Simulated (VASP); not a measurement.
# Si3N4 (P6_3/m) in VASP: single point with r2SCAN

Aim: the single point of Si3N4 with r2SCAN.

Program: VASP 6.6.1. These are calculated values, not measurements. Logs are shortened: lines on timing, memory, paths and dates and some standing lists are left out, and cuts for length are marked.

## 1. The cell of the first run

The structure is hexagonal, space group P6_3/m (No. 176). The conventional cell has a = 7.625 Å, b = 7.625 Å, c = 2.910 Å, α = 90.00°, β = 90.00°, γ = 120.00°. Within 2.3 Å of Si (site symmetry m) lie 4 N at 1.73 to 1.74 Å. Within 2.3 Å of N (site symmetry -6) lie 3 Si at 1.73 Å. Within 2.3 Å of N (site symmetry m) lie 3 Si at 1.74 Å.

## 2. Single point, r2SCAN

The input, POSCAR:

```
Si3N4
1.0
    7.6247150000      0.0000000000      0.0000000000
   -3.8123570000      6.6031970000      0.0000000000
    0.0000000000      0.0000000000      2.9104330000
Si N
6 8
Direct
    0.1739470000      0.7675680000      0.2500000000
    0.2324320000      0.4063800000      0.2500000000
    0.5936200000      0.8260530000      0.2500000000
    0.8260530000      0.2324320000      0.7500000000
    0.7675680000      0.5936200000      0.7500000000
    0.4063800000      0.1739470000      0.7500000000
    0.3333330000      0.6666670000      0.2500000000
    0.6666670000      0.3333330000      0.7500000000
    0.3300000000      0.0296180000      0.2500000000
    0.9703820000      0.3003820000      0.2500000000
    0.6996180000      0.6700000000      0.2500000000
    0.6700000000      0.9703820000      0.7500000000
    0.0296180000      0.6996180000      0.7500000000
    0.3003820000      0.3300000000      0.7500000000
```

The input, INCAR.step1:

```
PREC = Accurate
ENCUT = 520
ISMEAR = -1
SIGMA = 0.05
LREAL = F
LASPH = T
NELM = 100
NBANDS = 45
GGA = PE
ALGO = Normal
EDIFF = 1E-4
LWAVE = T
LCHARG = F
```

The input, INCAR.step2:

```
PREC = Accurate
ENCUT = 520
EDIFF = 1E-6
ISMEAR = -1
SIGMA = 0.05
LREAL = F
LASPH = T
NELM = 100
ALGO = Normal
ISIF = 2
LWAVE = F
LCHARG = F
METAGGA = R2SCAN
LMIXTAU = T
NBANDS = 45
ISTART = 1
```

The input, KPOINTS:

```
regular mesh
0
Gamma
  4 4 8
```

Potentials or basis: VASP PAW PBE potentials, release 64 (Si, N).

Command:

```console
cat potpaw_PBE.64/Si/POTCAR potpaw_PBE.64/N/POTCAR > POTCAR
cp INCAR.step1 INCAR
mpirun -np 1 vasp_std > vasp.out
cp INCAR.step2 INCAR
mpirun -np 1 vasp_std > vasp.out
```

OUTCAR:

```text
PREC = Accurate
   ENCUT = 520
   EDIFF = 1E-6
   ISMEAR = -1
   LREAL = F
   LASPH = T
   NELM = 100
   ISIF = 2
   METAGGA = R2SCAN
   ISTART = 1

 ion  position               nearest neighbor table
   1  0.174  0.768  0.250-   7 1.73  13 1.74  13 1.74   9 1.74   2 3.00   3 3.00   5 3.06   5 3.06
                             6 3.06   6 3.06
   2  0.232  0.406  0.250-   7 1.73  14 1.74  14 1.74  10 1.74   1 3.00   3 3.00   4 3.06   4 3.06
                             6 3.06   6 3.06
   3  0.594  0.826  0.250-   7 1.73  12 1.74  12 1.74  11 1.74   1 3.00   2 3.00   4 3.06   4 3.06
                             5 3.06   5 3.06
   4  0.826  0.232  0.750-   8 1.73  10 1.74  10 1.74  12 1.74   5 3.00   6 3.00   2 3.06   2 3.06
                             3 3.06   3 3.06
   5  0.768  0.594  0.750-   8 1.73  11 1.74  11 1.74  13 1.74   4 3.00   6 3.00   1 3.06   1 3.06
                             3 3.06   3 3.06
   6  0.406  0.174  0.750-   8 1.73   9 1.74   9 1.74  14 1.74   4 3.00   5 3.00   1 3.06   1 3.06
                             2 3.06   2 3.06
   7  0.333  0.667  0.250-   1 1.73   2 1.73   3 1.73
   8  0.667  0.333  0.750-   4 1.73   5 1.73   6 1.73
   9  0.330  0.030  0.250-   6 1.74   6 1.74   1 1.74
  10  0.970  0.300  0.250-   4 1.74   4 1.74   2 1.74
  11  0.700  0.670  0.250-   5 1.74   5 1.74   3 1.74
  12  0.670  0.970  0.750-   3 1.74   3 1.74   4 1.74
  13  0.030  0.700  0.750-   1 1.74   1 1.74   5 1.74
  14  0.300  0.330  0.750-   2 1.74   2 1.74   6 1.74

  LATTYP: Found a hexagonal cell.
 ALAT       =     7.6247150000
 C/A-ratio  =     0.3817103984

  Lattice vectors:

 A1 = (   7.6247150000,   0.0000000000,   0.0000000000)
 A2 = (  -3.8123570000,   6.6031970000,   0.0000000000)
 A3 = (   0.0000000000,   0.0000000000,   2.9104330000)

Analysis of symmetry for initial positions (statically):
=====================================================================
 Subroutine PRICEL returns:
 Original cell was already a primitive cell.

 Routine SETGRP: Setting up the symmetry group for a
 hexagonal supercell.

 Subroutine GETGRP returns: Found 12 space group operations
 (whereof  6 operations were pure point group operations)
 out of a pool of 24 trial point group operations.

The static configuration has the point symmetry S_6 .
 The point group associated with its full space group is C_6h.

Analysis of symmetry for dynamics (positions and initial velocities):
=====================================================================
 Subroutine PRICEL returns:
 Original cell was already a primitive cell.

 Routine SETGRP: Setting up the symmetry group for a
 hexagonal supercell.

 Subroutine GETGRP returns: Found 12 space group operations
 (whereof  6 operations were pure point group operations)
 out of a pool of 24 trial point group operations.

The dynamic configuration has the point symmetry S_6 .
 The point group associated with its full space group is C_6h.

 Subroutine INISYM returns: Found 12 space group operations
 (whereof  6 operations are pure point group operations),
 and found     1 'primitive' translations

----------------------------------------------------------------------------------------

                                     Primitive cell

  volume of cell :     146.5330

  direct lattice vectors                    reciprocal lattice vectors
     7.624715000  0.000000000  0.000000000     0.131152443  0.075720887  0.000000000
    -3.812357000  6.603197000  0.000000000     0.000000000  0.151441794  0.000000000
     0.000000000  0.000000000  2.910433000     0.000000000  0.000000000  0.343591486

  length of vectors
     7.624715000  7.624714848  2.910433000     0.151441791  0.151441794  0.343591486

  position of ions in fractional coordinates (direct lattice)
     0.173947000  0.767568000  0.250000000
     0.232432000  0.406380000  0.250000000
     0.593620000  0.826053000  0.250000000
     0.826053000  0.232432000  0.750000000
     0.767568000  0.593620000  0.750000000
     0.406380000  0.173947000  0.750000000
     0.333333000  0.666667000  0.250000000
     0.666667000  0.333333000  0.750000000
     0.330000000  0.029618000  0.250000000
     0.970382000  0.300382000  0.250000000
     0.699618000  0.670000000  0.250000000
     0.670000000  0.970382000  0.750000000
     0.029618000  0.699618000  0.750000000
     0.300382000  0.330000000  0.750000000

  ion indices of the primitive-cell ions
   primitive index   ion index
                 1           1
                 2           2
                 3           3
                 4           4
                 5           5
                 6           6
                 7           7
                 8           8
                 9           9
                10          10
                11          11
                12          12
                13          13
                14          14

----------------------------------------------------------------------------------------

 KPOINTS: regular mesh

Automatic generation of k-mesh.
 Grid dimensions read from file:
 generate k-points for:    4    4    8

 Generating k-lattice:

  Cartesian coordinates                     Fractional coordinates (reciprocal lattice)
     0.032788111  0.018930222  0.000000000     0.250000000  0.000000000  0.000000000
     0.000000000  0.037860449  0.000000000     0.000000000  0.250000000  0.000000000
     0.000000000  0.000000000  0.042948936     0.000000000  0.000000000  0.125000000

  Length of vectors
     0.037860448  0.037860449  0.042948936

  Shift w.r.t. Gamma in fractional coordinates (k-lattice)
     0.000000000  0.000000000  0.000000000

 Subroutine IBZKPT returns following result:
 ===========================================

 Found     20 irreducible k-points:

 Following reciprocal coordinates:
            Coordinates               Weight
  0.000000  0.000000  0.000000      1.000000
  0.250000 -0.000000  0.000000      6.000000
  0.500000 -0.000000  0.000000      3.000000
  0.250000  0.250000  0.000000      6.000000
  0.000000  0.000000  0.125000      2.000000
  0.250000 -0.000000  0.125000     12.000000
[... 12 lines left out ...]
  0.500000 -0.000000  0.500000      3.000000
  0.250000  0.250000  0.500000      6.000000
   k-points           NKPTS =     20   k-points in BZ     NKDIM =     20   number of bands    NBANDS=     45
   number of dos      NEDOS =    301   number of ions     NIONS =     14
   total plane-waves  NPLWV =  86400
   dimension x,y,z NGX =    60 NGY =   60 NGZ =   24
   dimension x,y,z NGXF=   120 NGYF=  120 NGZF=   48
   ions per type =               6   8
   NGX,Y,Z   is equivalent  to a cutoff of  13.08, 13.08, 13.71 a.u.
   NGXF,Y,Z  is equivalent  to a cutoff of  26.16, 26.16, 27.42 a.u.
 SYSTEM =  unknown system
   PREC   = accura    normal or accurate (medium, high low for compatibility)
   ISTART =      1    job   : 0-new  1-cont  2-samecut
   ICHARG =      0    charge: 1-file 2-atom 10-const
   ISPIN  =      1    spin polarized calculation?
   LNONCOLLINEAR =      F non collinear calculations
   LSORBIT =      F    spin-orbit coupling
   LASPH  =      T    aspherical Exc in radial PAW
   ENCUT  =  520.0 eV  38.22 Ry    6.18 a.u.  14.18 14.18  5.41*2*pi/ulx,y,z
   NELM   =    100;   NELMIN=  2; NELMDL=  0     # of ELM steps
   EDIFF  = 0.1E-05   stopping-criterion for ELM
   LREAL  =      F    real-space projection
[... 7 lines left out ...]
   TEBEG  =    0.0;   TEEND  =   0.0 temperature during run
   PSTRESS=    0.0 pullay stress
   NELECT =      64.0000    total number of electrons
   NUPDOWN=      -1.0000    fix difference up-down
   EMIN   =  10.00;   EMAX   =-10.00  energy-range for DOS
   EFERMI =   0.00;   METHOD = LEGACY
   ISMEAR =    -1;   SIGMA  =   0.05  broadening in eV -4-tet -1-fermi 0-gaus
   EFERMI_NEDOS =   21; number of points for ismear=-14 and -15
   IALGO  =     38    algorithm
   IMIX   =      4    mixing-type and parameters
     AMIX     =   0.40;   BMIX     =  1.00
     AMIX_MAG =   1.60;   BMIX_MAG =  1.00
  volume/ion in A,a.u.               =      10.47        70.63
  Fermi-wavevector in a.u.,A,eV,Ry     =   1.242099  2.347227 20.991215  1.542811
  Thomas-Fermi vector in A             =   2.376468
   LORBIT       =      0    0 simple, 1 ext, 2 COOP (PROOUT), +10 PAW based schemes
   METAGGA = R2SCAN    functional components
   LHFCALC =     F    Hartree Fock is set to
   AEXX    =    0.0000 exact exchange contribution
   IVDW    =     0    specifies the selected vdW correction
   LEPSILON=     F    determine dielectric tensor
   LRPA    =     F    only Hartree local field effects (RPA)
 non-spin polarized calculation
  energy-cutoff  :      520.00
  volume of cell :      146.53
 maximum number of plane-waves:      3966
 NGX is ok and might be reduce to    60
   NGX = 29   NGY = 29   NGZ = 11

 number of electron      63.9999993 magnetization

 Free energy of the ion-electron system (eV)
  ---------------------------------------------------
  ext. energy  EPLUGINS =         0.00000000
  ---------------------------------------------------
  free energy    TOTEN  =      -144.15653912 eV

  energy without entropy =     -144.15653912  energy(sigma->0) =     -144.15653912

 E-fermi :   7.4983     XC(G=0): -11.3422

 val. band max:        6.4420404275   @ k =   0.0000   0.0000   0.1250
 cond. band min:      11.4305406113   @ k =   0.0000   0.0000   0.0000
 fundamental gap:      4.9885001838
 Fermi energy:         7.4983146817

 k-point     1 :       0.0000    0.0000    0.0000
  band No.  band energies     occupation
      1     -12.6001      2.00000
      2     -11.1300      2.00000
      3     -11.1297      2.00000
      4     -10.4890      2.00000
      5     -10.3566      2.00000
      6     -10.3564      2.00000
[... 36 lines left out ...]
     43      15.7060      0.00000
     44      16.8120      0.00000

 k-point     2 :       0.2500   -0.0000    0.0000
  band No.  band energies     occupation
      1     -12.4636      2.00000
      2     -11.4685      2.00000
      3     -11.2249      2.00000
      4     -10.8196      2.00000
      5     -10.1503      2.00000
      6      -9.7488      2.00000
[... 36 lines left out ...]
     43      15.5590      0.00000
     44      16.2227      0.00000

 k-point     3 :       0.5000   -0.0000    0.0000
  band No.  band energies     occupation
      1     -12.1371      2.00000
      2     -11.9769      2.00000
      3     -11.2968      2.00000
      4     -10.8701      2.00000
      5      -9.9246      2.00000
      6      -9.4653      2.00000
[... 36 lines left out ...]
     43      15.5341      0.00000
     44      15.8613      0.00000

 k-point     4 :       0.2500    0.2500    0.0000
  band No.  band energies     occupation
      1     -12.2020      2.00000
      2     -11.7256      2.00000
      3     -11.6357      2.00000
      4     -10.5577      2.00000
      5     -10.1511      2.00000
      6      -9.4313      2.00000
[... 694 lines left out ...]
     43      14.8638      0.00000
     44      14.8638      0.00000

 k-point    19 :       0.5000   -0.0000    0.5000
  band No.  band energies     occupation
      1     -10.0932      2.00000
      2     -10.0932      2.00000
      3      -9.5171      2.00000
      4      -9.5171      2.00000
      5      -9.4414      2.00000
      6      -9.4414      2.00000
[... 36 lines left out ...]
     43      14.5999      0.00000
     44      14.5999      0.00000

 k-point    20 :       0.2500    0.2500    0.5000
  band No.  band energies     occupation
      1     -10.0937      2.00000
      2     -10.0937      2.00000
      3      -9.4981      2.00000
      4      -9.4981      2.00000
      5      -9.4614      2.00000
      6      -9.4614      2.00000
[... 36 lines left out ...]
     43      14.7892      0.00000
     44      14.7892      0.00000
 [bands above 44 left out]

------------------------ aborting loop because EDIFF is reached ----------------------------------------

  FORCE on cell =-STRESS in cart. coord.  units (eV):
  Direction    XX          YY          ZZ          XY          YZ          ZX
  --------------------------------------------------------------------------------------
  -------------------------------------------------------------------------------------
  Total       -1.8964744     -1.8964744     -1.8943914     -0.0000013      0.0000000      0.0000000
  in kB      -20.7358617    -20.7358624    -20.7130870     -0.0000141      0.0000000      0.0000000
  external PRESSURE =     -20.7282704 kB  Pullay stress =       0.0000000 kB

 VOLUME and BASIS-vectors are now :
 -----------------------------------------------------------------------------
  energy-cutoff  :      520.00
  volume of cell :      146.53
      direct lattice vectors                 reciprocal lattice vectors
     7.624715000  0.000000000  0.000000000     0.131152443  0.075720887  0.000000000
    -3.812357000  6.603197000  0.000000000     0.000000000  0.151441794  0.000000000
     0.000000000  0.000000000  2.910433000     0.000000000  0.000000000  0.343591486

 POSITION                                       TOTAL-FORCE (eV/Angst)
 -----------------------------------------------------------------------------------
     -1.59995      5.06840      0.72761        -0.010179      0.069069      0.000000
      0.22296      2.68341      0.72761        -0.054726     -0.043350      0.000000
      1.37697      5.45459      0.72761         0.064905     -0.025720      0.000000
      5.41230      1.53479      2.18282         0.010179     -0.069069      0.000000
      3.58940      3.91979      2.18282         0.054726      0.043350      0.000000
      2.43538      1.14861      2.18282        -0.064905      0.025720      0.000000
     -0.00000      4.40213      0.72761        -0.000000      0.000000      0.000000
      3.81236      2.20106      2.18282         0.000000      0.000000      0.000000
      2.40324      0.19557      0.72761        -0.012974      0.043608      0.000000
      6.25372      1.98348      0.72761        -0.031279     -0.033039      0.000000
      2.78011      4.42414      0.72761         0.044252     -0.010569      0.000000
      1.40912      6.40762      2.18282         0.012974     -0.043608      0.000000
     -2.44136      4.61972      2.18282         0.031279      0.033039      0.000000
      1.03225      2.17906      2.18282        -0.044252      0.010569      0.000000
 -----------------------------------------------------------------------------------
    total drift:                               -0.000220      0.000233      0.000918

  FREE ENERGIE OF THE ION-ELECTRON SYSTEM (eV)
  ---------------------------------------------------
  free  energy   TOTEN  =      -144.1565391187 eV

  energy  without entropy=     -144.1565391187  energy(sigma->0) =     -144.15653912
```

Wall time 12 min (1 thread of Intel Xeon 8259CL, shared host); peak memory 0.36 GiB.

What came out:

```yaml
Free_energy: -144.1565 eV
Pressure: -2.1 GPa
Largest_force: 0.070 eV/Å
Band_gap_on_the_k_mesh: 4.99 eV (least direct gap 5.18 eV)
```

Forces in eV/Å, atoms in the order of the input:
```
Si  -0.010  0.069  0.000
Si  -0.055 -0.043  0.000
Si   0.065 -0.026  0.000
Si   0.010 -0.069  0.000
Si   0.055  0.043  0.000
Si  -0.065  0.026  0.000
N    0.000  0.000  0.000
N    0.000  0.000  0.000
N   -0.013  0.044  0.000
N   -0.031 -0.033  0.000
N    0.044 -0.011  0.000
N    0.013 -0.044  0.000
N    0.031  0.033  0.000
N   -0.044  0.011  0.000
```

Caveat: the PAW data sets were made with another functional, which shifts forces and pressure a little.
